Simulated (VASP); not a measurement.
Wanted: the native input for a VASP 6.6.1 run.

```yaml
Task: electric field gradients
Functional: LDA
Potentials_or_basis: VASP PAW LDA potentials, release 64 (W_sv, S)
Cutoff: 520 eV
k_mesh: 13 × 13 × 13
Occupations: fermi-dirac, width 0.08 eV
Spin: no spin polarisation
Dipole_correction: no
Further_INCAR_settings: ALGO = Normal; EDIFF = 1e-08; NBANDS = 20
```

The structure of WS2 lies in POSCAR:

```
WS2
1.0
    1.5316303728      0.8842872080      6.1633300000
   -1.5316303728      0.8842872080      6.1633300000
    0.0000000000     -1.7685744160      6.1633300000
W S
1 2
Direct
    0.0000000000      0.0000000000      0.0000000000
    0.7503000000      0.7503000000      0.7503000000
    0.5810000000      0.5810000000      0.5810000000
```

This cell differs from its parent crystal: equal xx and yy strain of -3 %.

These files were run (other wordings do the same):

INCAR

```
SYSTEM = WS2
PREC = Accurate
ENCUT = 520
EDIFF = 1E-8
ISMEAR = -1
SIGMA = 0.08
LREAL = .FALSE.
LASPH = .TRUE.
NELM = 80
ALGO = Normal
ISIF = 2
LWAVE = .FALSE.
LCHARG = .FALSE.
GGA = CA
LEFG = .TRUE.
NBANDS = 20
```

KPOINTS

```
regular mesh
0
G
  13 13 13
  0 0 0
```

Potentials or basis: VASP PAW LDA potentials, release 64 (W_sv, S).

Command:

```console
$ cat potpaw_LDA.64/W_sv/POTCAR potpaw_LDA.64/S/POTCAR > POTCAR
$ mpirun -np 1 vasp_std > vasp.out
```

It gave:

```json
{
 "Pressure": "7.8 GPa",
 "Largest force": "0.853 eV/Å",
 "Band gap on the k mesh": "1.07 eV, indirect (least direct gap 2.47 eV)"
}
```

Caveat: the cell differs from its parent crystal (equal xx and yy strain of -3 %); without QUAD_EFG the Cq values of the log hold for a quadrupole moment of 1 mb, not for the nuclei; spin-orbit coupling is left out, which moves the levels of the heavy elements.

It took 5.6 min on 1 thread of Intel(R) Xeon(R) 6975P-C (Granite Rapids) (shared host), peak memory 0.41 GiB.
